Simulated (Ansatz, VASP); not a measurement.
C in VASP and in Ansatz

The input POSCAR:

```
C
1.0
    1.2280479700     -2.1270618200      0.0000000000
    1.2280479700      2.1270618200      0.0000000000
    0.0000000000      0.0000000000      7.1732677600
C
4
Direct
    0.0833794600      0.9166205400      0.7531376000
    0.5833794600      0.4166205400      0.2468624000
    0.9166205400      0.0833794600      0.2468624000
    0.4166205400      0.5833794600      0.7531376000
```

Contents of INCAR.step1:

```
SYSTEM = C
  ALGO = Normal
  EDIFF = 1E-4
  ENCUT = 520
  GGA = PE
  ISMEAR = 0
  LASPH = .TRUE.
  LCHARG = .FALSE.
  LREAL = .FALSE.
  LWAVE = .TRUE.
  NBANDS = 16
  NELM = 60
  PREC = Accurate
  SIGMA = 0.1
```

The input INCAR.step2:

```
SYSTEM = C
  ALGO = Normal
  EDIFF = 1E-6
  ENCUT = 520
  ISIF = 2
  ISMEAR = 0
  ISTART = 1
  LASPH = .TRUE.
  LCHARG = .FALSE.
  LMIXTAU = .TRUE.
  LREAL = .FALSE.
  LWAVE = .FALSE.
  METAGGA = R2SCAN
  NBANDS = 16
  NELM = 60
  PREC = Accurate
  SIGMA = 0.1
```

Contents of KPOINTS:

```
k-points
0
G
  3 3 1
  0 0 0
```

Input for Ansatz:

```yaml
crystal:
  lattice:
    - [1.22804797, -2.12706182, 0.0]
    - [1.22804797, 2.12706182, 0.0]
    - [0.0, 0.0, 7.17326776]
  atoms:
    - { symbol: C, position: [0.08337946, 0.91662054, 0.7531376] }
    - { symbol: C, position: [0.58337946, 0.41662054, 0.2468624] }
    - { symbol: C, position: [0.91662054, 0.08337946, 0.2468624] }
    - { symbol: C, position: [0.41662054, 0.58337946, 0.7531376] }
basis:
  ecutwfc: 500
kpoints:
  mp_grid: { grid: [3, 3, 1] }
hamiltonian:
  xc: r2scan
scf:
  occupations: { method: gaussian, width: 0.1 }
output:
  forces: true
  stress: true
  eigenvalues: true
```

Alike in both runs: task single point; functional r2SCAN; k mesh 3 × 3 × 1; occupations gaussian, width 0.1 eV; no spin polarisation.

|  | VASP | Ansatz |
| --- | --- | --- |
| version | VASP 6.6.1 | Ansatz 0.2.0 |
| potentials or method | VASP PAW PBE potentials, release 64 (C), cutoff 520 eV | scalar-relativistic, plane waves, PAW |
| valence electrons in the cell | 16 | 16 |

Ansatz gave:

```
gap on the k mesh at the Fermi level (eV)                     : 0.32
least direct gap on the mesh (eV)                             : 0.32
pressure (GPa)                                                : 1.7
traceless stress, the component that is largest in VASP (GPa) : -5.62
rms of the force components (eV/Å)                            : 0.054
```

Problem. Estimate VASP's values.

Solution. gap on the k mesh at the Fermi level (eV): 0.32; least direct gap on the mesh (eV): 0.32; pressure (GPa): 2.3; traceless stress, the component that is largest in VASP (GPa): -6.37; rms of the force components (eV/Å): 0.054.

VASP's potentials were made for PBE, not for r2SCAN. Atom by atom the forces differ by 0.000 eV/Å (rms over components). The functional is the same, so the differences come from potentials, cutoffs and numerics.

The k mesh is coarse, so the values compare programs but aren't converged.
